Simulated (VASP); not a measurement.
Wanted: the native input for a VASP 6.6.1 run.

```yaml
Task: single point
Functional: PBE
Potentials_or_basis: VASP PAW PBE potentials, release 64 (Zr_sv)
Cutoff: 520 eV
k_mesh: 7 × 7 × 10
Occupations: fermi-dirac, width 0.05 eV
Spin: no spin polarisation
Dipole_correction: no
Further_INCAR_settings: ALGO = Normal; EDIFF = 1e-06; NBANDS = 25
```

The structure of Zr lies in POSCAR:

```
Zr
1.0
    5.0112053440      0.0000000000      0.0000000000
   -2.5056026720      4.3398311314      0.0000000000
    0.0000000000      0.0000000000      3.1292289830
Zr
3
Direct
    0.0000000000      0.0000000000      0.0000000000
    0.3333333333      0.6666666667      0.5000000000
    0.6666666667      0.3333333333      0.5000000000
```

This isn't the form of Zr at room conditions, which is hcp.

These files were run (other wordings do the same):

INCAR

```
SYSTEM = Zr
ALGO = Normal ; EDIFF = 1E-6
ENCUT = 520 ; GGA = PE
ISIF = 2 ; ISMEAR = -1
LASPH = .True. ; LCHARG = .False.
LREAL = .False. ; LWAVE = .False.
NBANDS = 25 ; NELM = 60
PREC = Accurate ; SIGMA = 0.05
```

KPOINTS

```
k-points
0
Gamma
  7 7 10
  0 0 0
```

Potentials or basis: VASP PAW PBE potentials, release 64 (Zr_sv).

Run with:

```console
$ cat potpaw_PBE.64/Zr_sv/POTCAR > POTCAR
$ mpirun -np 1 vasp_std > vasp.out
```

It gave:

The pressure is 1.8 GPa. The band gap on the k mesh is zero (bands 18 and 19 overlap by 0.48 eV).

It took 110 s on 1 thread of AMD EPYC 7R13, on a shared host, peak memory 0.19 GiB.
